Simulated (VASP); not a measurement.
Here is a VASP 6.6.1 calculation.

Contents of POSCAR:

```
SiGe
1.0
    4.0020625810      0.0000000000      0.0000000000
   -2.0010312905      3.4658878627      0.0000000000
    0.0000000000      0.0000000000      6.2895134250
Si Ge
2 2
Direct
    0.6666666667      0.3333333333      0.8746070000
    0.3333333333      0.6666666667      0.3746070000
    0.6666666667      0.3333333333      0.5003920000
    0.3333333333      0.6666666667      0.0003920000
```

File INCAR.step1:

```
PREC = Accurate
ENCUT = 520
ISMEAR = 0
SIGMA = 0.05
LREAL = False
LASPH = True
NELM = 80
NBANDS = 26
GGA = PE
ALGO = Normal
EDIFF = 1E-4
LWAVE = True
LCHARG = False
```

The input INCAR.step2:

```
PREC = Accurate
ENCUT = 520
EDIFF = 1E-7
ISMEAR = 0
SIGMA = 0.05
LREAL = False
LASPH = True
NELM = 80
ALGO = Normal
ISIF = 2
LWAVE = False
LCHARG = False
METAGGA = R2SCAN
LMIXTAU = True
NBANDS = 26
ISTART = 1
```

KPOINTS

```
regular mesh
0
Gamma
  12 12 4
```

Potentials or basis: VASP PAW PBE potentials, release 64 (Si, Ge_d).

Run with:

```sh
$ cat potpaw_PBE.64/Si/POTCAR potpaw_PBE.64/Ge_d/POTCAR > POTCAR
$ cp INCAR.step1 INCAR
$ mpirun -np 1 vasp_std > vasp.out
$ cp INCAR.step2 INCAR
$ mpirun -np 1 vasp_std > vasp.out
```

Question: What does it give for the band gap on the k mesh?

Answer: 0.15 eV, direct.

Question: What does it give for the largest force?

Answer: 0.506 eV/Å.

Question: Estimate the pressure.

Answer: -1.6 GPa.

Stress tensor (GPa, compression positive):
```
-5.19  0.00  0.00
 0.00 -5.19  0.00
 0.00  0.00  5.66
```

Caveat: the cell differs from its parent crystal (strain +0.025 along x and y, -0.025 along z); the PAW data sets were made with another functional, which shifts forces and pressure a little. A k mesh can miss the band edges.
